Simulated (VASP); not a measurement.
# Sb (P6/mmm) in VASP: a series of runs

Runs on Sb. Level: PBE. Tasks: relaxation of shape and atoms at fixed volume.

Program: VASP 6.6.1. These are calculated values, not measurements. Logs are shortened: lines on timing, memory, paths and dates and some standing lists are left out, and cuts for length are marked.

### 1 The cell of the first run

The structure is hexagonal, space group P6/mmm (No. 191). Conventional cell: a = 4.331 Å, b = 4.331 Å, c = 2.551 Å, α = 90.00°, β = 90.00°, γ = 120.00°. Within 3.4 Å of Sb (site symmetry 6/mmm) lie 14 Sb at 2.55 to 2.81 Å. Within 3.3 Å of Sb (site symmetry -6m2) lie 11 Sb at 2.50 to 2.81 Å.

### 2 Relaxation of shape and atoms at fixed volume, PBE

INCAR reads:

```
SYSTEM = Sb
ALGO = Normal
EDIFF = 1E-6
EDIFFG = -0.005
ENCUT = 600
GGA = PE
IBRION = 2
ISIF = 4
ISMEAR = -1
LASPH = .True.
LCHARG = .False.
LREAL = .False.
LWAVE = .False.
NELM = 80
NSW = 50
PREC = Accurate
SIGMA = 0.1
```

KPOINTS reads:

```
k-points
0
Gamma
  7 7 9
  0 0 0
```

POSCAR reads:

```
Sb
1.0
    4.3307033120      0.0000000000      0.0000000000
   -2.1653516560      3.7504990844      0.0000000000
    0.0000000000      0.0000000000      2.5511046003
Sb
3
Direct
    0.0000000000      0.0000000000      0.0000000000
    0.3333333333      0.6666666667      0.5000000000
    0.6666666667      0.3333333333      0.5000000000
```

Potentials or basis: VASP PAW PBE potentials, release 64 (Sb).

Launch:

```sh
$ cat potpaw_PBE.64/Sb/POTCAR > POTCAR
$ mpirun -np 1 vasp_std > vasp.out
```

OUTCAR:

```text
SYSTEM = Sb
   EDIFF = 1E-6
   EDIFFG = -0.005
   ENCUT = 600
   GGA = PE
   IBRION = 2
   ISIF = 4
   ISMEAR = -1
   LASPH = .True.
   LREAL = .False.
   NELM = 80
   NSW = 50
   PREC = Accurate

 ion  position               nearest neighbor table
   1  0.000  0.000  0.000-   2 2.81   3 2.81   2 2.81   3 2.81   2 2.81   2 2.81   3 2.81   3 2.81
                             3 2.81   3 2.81   2 2.81   2 2.81
   2  0.333  0.667  0.500-   3 2.50   3 2.50   3 2.50   1 2.81   1 2.81   1 2.81   1 2.81   1 2.81
                             1 2.81   3 3.57   3 3.57   3 3.57   3 3.57   3 3.57   3 3.57
   3  0.667  0.333  0.500-   2 2.50   2 2.50   2 2.50   1 2.81   1 2.81   1 2.81   1 2.81   1 2.81
                             1 2.81   2 3.57   2 3.57   2 3.57   2 3.57   2 3.57   2 3.57

  LATTYP: Found a hexagonal cell.
 ALAT       =     4.3307033120
 C/A-ratio  =     0.5890739717

  Lattice vectors:

 A1 = (   4.3307033120,   0.0000000000,   0.0000000000)
 A2 = (  -2.1653516560,   3.7504990844,   0.0000000000)
 A3 = (   0.0000000000,   0.0000000000,   2.5511046003)

Analysis of symmetry for initial positions (statically):
=====================================================================
 Subroutine PRICEL returns:
 Original cell was already a primitive cell.

 Routine SETGRP: Setting up the symmetry group for a
 hexagonal supercell.

 Subroutine GETGRP returns: Found 24 space group operations
 (whereof 24 operations were pure point group operations)
 out of a pool of 24 trial point group operations.

The static configuration has the point symmetry D_6h.

Analysis of symmetry for dynamics (positions and initial velocities):
=====================================================================
 Subroutine PRICEL returns:
 Original cell was already a primitive cell.

 Routine SETGRP: Setting up the symmetry group for a
 hexagonal supercell.

 Subroutine GETGRP returns: Found 24 space group operations
 (whereof 24 operations were pure point group operations)
 out of a pool of 24 trial point group operations.

The dynamic configuration has the point symmetry D_6h.

 Subroutine INISYM returns: Found 24 space group operations
 (whereof 24 operations are pure point group operations),
 and found     1 'primitive' translations

----------------------------------------------------------------------------------------

                                     Primitive cell

  volume of cell :      41.4358

  direct lattice vectors                    reciprocal lattice vectors
[... 105 lines left out ...]
   EFERMI_NEDOS =   21; number of points for ismear=-14 and -15
   IALGO  =     38    algorithm
   IMIX   =      4    mixing-type and parameters
     AMIX     =   0.40;   BMIX     =  1.00
     AMIX_MAG =   1.60;   BMIX_MAG =  1.00
  volume/ion in A,a.u.               =      13.81        93.21
  Fermi-wavevector in a.u.,A,eV,Ry     =   1.166756  2.204849 18.521873  1.361319
  Thomas-Fermi vector in A             =   2.303265
   LORBIT       =      0    0 simple, 1 ext, 2 COOP (PROOUT), +10 PAW based schemes
   GGA     = PE    functional components
   LHFCALC =     F    Hartree Fock is set to
   AEXX    =    0.0000 exact exchange contribution
   IVDW    =     0    specifies the selected vdW correction
   LEPSILON=     F    determine dielectric tensor
   LRPA    =     F    only Hartree local field effects (RPA)
 conjugate gradient relaxation of ions
 non-spin polarized calculation
  energy-cutoff  :      600.00
  volume of cell :       41.44
 maximum number of plane-waves:      1408
 NGX is ok and might be reduce to    36
   NGX = 17   NGY = 17   NGZ = 11

--------------------------------------- Ionic step        1  -------------------------------------------

 number of electron      14.9999999 magnetization

 Free energy of the ion-electron system (eV)
  ---------------------------------------------------
  ext. energy  EPLUGINS =         0.00000000
  ---------------------------------------------------
  free energy    TOTEN  =         1.96507276 eV

  energy without entropy =        2.00118578  energy(sigma->0) =        1.98312927

------------------------ aborting loop because EDIFF is reached ----------------------------------------

  FORCE on cell =-STRESS in cart. coord.  units (eV):
  Direction    XX          YY          ZZ          XY          YZ          ZX
  --------------------------------------------------------------------------------------
  -------------------------------------------------------------------------------------
  Total       52.1634280     52.1634280     53.3687415      0.0000000     -0.0000000     -0.0000000
  in kB     2016.9769928   2016.9769927   2063.5822441      0.0000000     -0.0000000     -0.0000000
  external PRESSURE =    2032.5120765 kB  Pullay stress =       0.0000000 kB
[... 61 lines left out ...]
--------------------------------------- Ionic step        3  -------------------------------------------

 number of electron      14.9999999 magnetization

 Free energy of the ion-electron system (eV)
  ---------------------------------------------------
  ext. energy  EPLUGINS =         0.00000000
  ---------------------------------------------------
  free energy    TOTEN  =         1.96192459 eV

  energy without entropy =        2.00048893  energy(sigma->0) =        1.98120676

 E-fermi :  20.8339     XC(G=0): -13.4058

 val. band max:       20.7935779046   @ k =   0.4286   0.1429   0.3333
 cond. band min:      20.8593218953   @ k =   0.4286  -0.0000   0.2222
 fundamental gap:      0.0657439907
 Fermi energy:        20.8338640924

 k-point     1 :       0.0000    0.0000    0.0000
  band No.  band energies     occupation
      1       0.0263      2.00000
      2      11.7404      2.00000
      3      11.8006      2.00000
      4      12.4278      2.00000
      5      12.4278      2.00000
      6      12.6337      2.00000
      7      12.6337      2.00000
      8      22.8520      0.00000
      9      27.7746      0.00000
     10      31.1989      0.00000
     11      31.9121      0.00000
[... 309 lines left out ...]
 k-point    24 :       0.2857    0.2857    0.2222
  band No.  band energies     occupation
      1       4.2649      2.00000
      2       5.9728      2.00000
      3       6.0742      2.00000
      4      16.2256      2.00000
      5      16.5026      2.00000
      6      18.5165      2.00000
      7      19.7577      1.99996
      8      20.1260      1.99832
      9      20.4956      1.93434
     10      25.4035      0.00000
     11      25.7093      0.00000

 [... further k-points ...]
[... 5 lines left out ...]
  --------------------------------------------------------------------------------------
  -------------------------------------------------------------------------------------
  Total       52.5630164     52.5630164     52.5579784      0.0000000      0.0000000      0.0000000
  in kB     2032.4276772   2032.4276771   2032.2328762      0.0000000      0.0000000      0.0000000
  external PRESSURE =    2032.3627435 kB  Pullay stress =       0.0000000 kB
[... 18 lines left out ...]
  FREE ENERGIE OF THE ION-ELECTRON SYSTEM (eV)
  ---------------------------------------------------
  free  energy   TOTEN  =         1.9619245911 eV

  energy  without entropy=        2.0004889337  energy(sigma->0) =        1.98120676

 reached required accuracy - stopping structural energy minimisation
```

CONTCAR:

```text
Sb
   1.00000000000000
     4.3183421191499836   -0.0000000000000000   -0.0000000000000000
    -2.1591710595749918    3.7397939773371878    0.0000000000000000
     0.0000000000000000   -0.0000000000000000    2.5657305048405248
  Sb
     3
Direct
     0.0000000000000000    0.0000000000000000    0.0000000000000000
     0.3333333332999970    0.6666666667000030    0.5000000000000000
     0.6666666667000030    0.3333333332999970    0.5000000000000000

  0.00000000E+00  0.00000000E+00  0.00000000E+00
  0.00000000E+00  0.00000000E+00  0.00000000E+00
  0.00000000E+00  0.00000000E+00  0.00000000E+00
```

It took 29 s on 1 thread of Intel Xeon Platinum 8259CL at 2.50GHz (Skylake/Cascade Lake), shared host; peak memory 0.17 GiB.

What came out:

```
Free energy               : 1.9619 eV
Energy gained by relaxing : 1.0 meV/atom
Ionic steps               : 3
Pressure after relaxing   : 203.2 GPa
```

The path:
| step | energy change (eV) | largest force (eV/Å) | pressure (GPa) | volume (Å³) |
| --- | --- | --- | --- | --- |
| 1 | 0.0000 | 0.0000 | 203.25 | 41.44 |
| 2 | 0.0019 | 0.0000 | 203.28 | 41.44 |
| 3 | -0.0031 | 0.0000 | 203.24 | 41.44 |

Final structure:
```yaml
crystal:
  lattice:
    - [4.31834, 0.00000, 0.00000]
    - [-2.15917, 3.73979, 0.00000]
    - [0.00000, 0.00000, 2.56573]
  atoms:
    - { symbol: Sb, position: [0.00000, 0.00000, 0.00000] }
    - { symbol: Sb, position: [0.33333, 0.66667, 0.50000] }
    - { symbol: Sb, position: [0.66667, 0.33333, 0.50000] }
```

Caveat: the bands computed are all filled at some k points, so no gap is given; spin-orbit coupling is left out, which moves the levels of the heavy elements.

### 3 Relaxation of shape and atoms at fixed volume, PBE

This run uses another cell than the first one, of 16.02 Å³/atom, 1.160 times its volume.

INCAR reads:

```
PREC = Accurate
ENCUT = 600
EDIFF = 1E-6
ISMEAR = -1
SIGMA = 0.1
LREAL = False
LASPH = True
NELM = 100
ALGO = Normal
ISIF = 4
LWAVE = False
LCHARG = False
GGA = PE
IBRION = 2
NSW = 50
EDIFFG = -0.005
```

KPOINTS reads:

```
regular mesh
0
Gamma
  7 7 9
```

POSCAR reads:

```
Sb
1.0
    4.5503460798      0.0000000000      0.0000000000
   -2.2751730399      3.9407153011      0.0000000000
    0.0000000000      0.0000000000      2.6804904380
Sb
3
Direct
    0.0000000000      0.0000000000      0.0000000000
    0.3333333333      0.6666666667      0.5000000000
    0.6666666667      0.3333333333      0.5000000000
```

Potentials or basis: VASP PAW PBE potentials, release 64 (Sb).

Launch:

```sh
$ cat potpaw_PBE.64/Sb/POTCAR > POTCAR
$ mpirun -np 1 vasp_std > vasp.out
```

OUTCAR:

```text
PREC = Accurate
   ENCUT = 600
   EDIFF = 1E-6
   ISMEAR = -1
   LREAL = False
   LASPH = True
   NELM = 100
   ISIF = 4
   GGA = PE
   IBRION = 2
   NSW = 50
   EDIFFG = -0.005

 ion  position               nearest neighbor table
   1  0.000  0.000  0.000-   2 2.95   3 2.95   2 2.95   3 2.95   2 2.95   2 2.95   3 2.95   3 2.95
                             3 2.95   3 2.95   2 2.95   2 2.95
   2  0.333  0.667  0.500-   3 2.63   3 2.63   3 2.63   1 2.95   1 2.95   1 2.95   1 2.95   1 2.95
                             1 2.95   3 3.75   3 3.75   3 3.75   3 3.75   3 3.75   3 3.75
   3  0.667  0.333  0.500-   2 2.63   2 2.63   2 2.63   1 2.95   1 2.95   1 2.95   1 2.95   1 2.95
                             1 2.95   2 3.75   2 3.75   2 3.75   2 3.75   2 3.75   2 3.75

  LATTYP: Found a hexagonal cell.
 ALAT       =     4.5503460798
 C/A-ratio  =     0.5890739717

  Lattice vectors:

[... 268 lines left out ...]
 fundamental gap:      0.0338550177
 Fermi energy:        17.3656241851

 k-point     1 :       0.0000    0.0000    0.0000
  band No.  band energies     occupation
      1      -1.1882      2.00000
      2       8.5797      2.00000
      3       8.6766      2.00000
      4      10.1532      2.00000
      5      10.1532      2.00000
      6      10.3934      2.00000
      7      10.3934      2.00000
      8      19.4173      0.00000
      9      23.8456      0.00000
     10      27.6041      0.00000
     11      27.6041      0.00000
[... 309 lines left out ...]
 k-point    24 :       0.2857    0.2857    0.2222
  band No.  band energies     occupation
      1       2.5658      2.00000
      2       4.0608      2.00000
      3       4.1788      2.00000
      4      13.1162      2.00000
      5      13.5323      2.00000
      6      15.3838      2.00000
      7      16.2636      1.99997
      8      16.7337      1.99640
      9      17.2581      1.49130
     10      21.6677      0.00000
     11      21.9430      0.00000

 [... further k-points ...]
[... 5 lines left out ...]
  --------------------------------------------------------------------------------------
  -------------------------------------------------------------------------------------
  Total       33.8606764     33.8606764     33.8397316     -0.0000000     -0.0000000      0.0000000
  in kB     1128.6842409   1128.6842409   1127.9860821     -0.0000000     -0.0000000      0.0000000
  external PRESSURE =    1128.4515213 kB  Pullay stress =       0.0000000 kB
[... 18 lines left out ...]
  FREE ENERGIE OF THE ION-ELECTRON SYSTEM (eV)
  ---------------------------------------------------
  free  energy   TOTEN  =        -4.3763329497 eV

  energy  without entropy=       -4.3267464186  energy(sigma->0) =       -4.35153968

 reached required accuracy - stopping structural energy minimisation
```

OSZICAR:

```text
N       E                     dE             d eps       ncg     rms          rms(c)
DAV:   1     0.954249954199E+02    0.95425E+02   -0.57343E+03   880   0.122E+03
DAV:   2     0.101706337975E+01   -0.94408E+02   -0.91063E+02  1080   0.212E+02
DAV:   3    -0.439090574011E+01   -0.54080E+01   -0.50806E+01  1091   0.509E+01
[... 18 lines left out ...]
DAV:   1    -0.437688727050E+01   -0.30448E-02   -0.66360E-02  1034   0.184E+00    0.193E-01
DAV:   2    -0.437660081553E+01    0.28645E-03   -0.29994E-03   940   0.452E-01    0.837E-02
DAV:   3    -0.437633685536E+01    0.26396E-03   -0.39559E-04  1022   0.143E-01    0.215E-02
DAV:   4    -0.437633282773E+01    0.40276E-05   -0.40800E-05  1045   0.461E-02    0.554E-03
DAV:   5    -0.437633294970E+01   -0.12197E-06   -0.11620E-06   538   0.948E-03
   3 F= -.43763329E+01 E0= -.43515397E+01  d E =-.393293E-02
```

CONTCAR:

```text
Sb
   1.00000000000000
     4.5348819142873014    0.0000000000000000    0.0000000000000000
    -2.2674409571436507    3.9273229409073616    0.0000000000000000
     0.0000000000000000   -0.0000000000000000    2.6988028106154509
  Sb
     3
Direct
     0.0000000000000000    0.0000000000000000    1.0000000000000000
     0.3333333332999970    0.6666666667000030    0.5000000000000000
     0.6666666667000030    0.3333333332999970    0.5000000000000000

  0.00000000E+00  0.00000000E+00  0.00000000E+00
  0.00000000E+00  0.00000000E+00  0.00000000E+00
  0.00000000E+00  0.00000000E+00  0.00000000E+00
```

It took 32 s on 1 thread of Intel Xeon Platinum 8259CL at 2.50GHz (Skylake/Cascade Lake), shared host; peak memory 0.18 GiB.

Results:

```yaml
Free_energy: -4.3763 eV
Energy_gained_by_relaxing: 1.3 meV/atom
Ionic_steps: 3
Pressure_after_relaxing: 112.8 GPa
```

The path:
```tsv
step	energy change (eV)	largest force (eV/Å)	pressure (GPa)	volume (Å³)
1	0.0000	0.0000	112.83	48.07
2	-0.0014	0.0000	112.88	48.07
3	-0.0039	0.0000	112.85	48.07
```

Final structure:
```cif
data_structure
_symmetry_space_group_name_H-M 'P 1'
_symmetry_Int_Tables_number 1
_cell_length_a 4.5349
_cell_length_b 4.5349
_cell_length_c 2.6988
_cell_angle_alpha 90.000
_cell_angle_beta 90.000
_cell_angle_gamma 120.000
_cell_volume 48.07
loop_
_atom_site_label
_atom_site_type_symbol
_atom_site_fract_x
_atom_site_fract_y
_atom_site_fract_z
_atom_site_occupancy
Sb1 Sb 0.00000 0.00000 0.00000 1
Sb2 Sb 0.33333 0.66667 0.50000 1
Sb3 Sb 0.66667 0.33333 0.50000 1
```

Levels at points of the mesh, in eV from the Fermi level:
| k point | band 4 | band 5 | band 6 | band 7 | band 8 | band 9 | band 10 | band 11 |
| --- | --- | --- | --- | --- | --- | --- | --- | --- |
| (0.00, 0.00, 0.00) | -7.21 | -7.21 | -6.97 | -6.97 | 2.05 | 6.48 | 10.24 | 10.24 |

Caveat: spin-orbit coupling is left out, which moves the levels of the heavy elements.
